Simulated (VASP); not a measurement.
Write the native input for VASP 6.6.1 that does the following.

| Item | Value |
| --- | --- |
| Task | single point |
| Functional | PBE |
| Potentials or basis | VASP PAW PBE potentials, release 64 (Hf_pv, O) |
| Cutoff | 520 eV |
| k mesh | 8 × 8 × 8 |
| Occupations | gaussian, width 0.05 eV |
| Spin | no spin polarisation |
| Dipole correction | no |
| Further INCAR settings | ALGO = Normal; EDIFF = 1e-06; NBANDS = 18 |

The structure of HfO2 lies in POSCAR:

```
HfO2
1.0
    0.0000000000      2.5575000000      2.5575000000
    2.5575000000      0.0000000000      2.5575000000
    2.5575000000      2.5575000000      0.0000000000
Hf O
1 2
Direct
    0.0586510264     -0.0586510264     -0.1759530792
    0.2500000000      0.2500000000      0.2500000000
    0.7500000000      0.7500000000      0.7500000000
```

This cell differs from its parent crystal: atom 1 (Hf) moved by (-0.600, -0.300) A along x and y.

The input as run:

INCAR

```
SYSTEM = HfO2
ALGO = Normal
EDIFF = 1E-6
ENCUT = 520
GGA = PE
ISIF = 2
ISMEAR = 0
LASPH = .True.
LCHARG = .True.
LELF = .True.
LREAL = .False.
LVHAR = .True.
LWAVE = .False.
NBANDS = 18
NELM = 100
PREC = Accurate
SIGMA = 0.05
```

KPOINTS

```
k-points
0
Gamma
  8 8 8
  0 0 0
```

Potentials or basis: VASP PAW PBE potentials, release 64 (Hf_pv, O).

The run is started by

```bash
$ cat potpaw_PBE.64/Hf_pv/POTCAR potpaw_PBE.64/O/POTCAR > POTCAR
$ mpirun -np 1 vasp_std > vasp.out
```

It gave:

```
Pressure               : 48.2 GPa
Largest force          : 10.926 eV/Å
Band gap on the k mesh : 3.23 eV, indirect (least direct gap 3.34 eV)
```

Caveat: the cell differs from its parent crystal (atom 1 (Hf) moved by (-0.600, -0.300) A along x and y); spin-orbit coupling is left out, which moves the levels of the heavy elements; forces of over 1 eV/Å act on the atoms, so gaps and moduli don't describe the material at rest.

Run time: 84 s on 1 thread of Intel Xeon 6975P-C (shared host), peak memory 0.22 GiB.
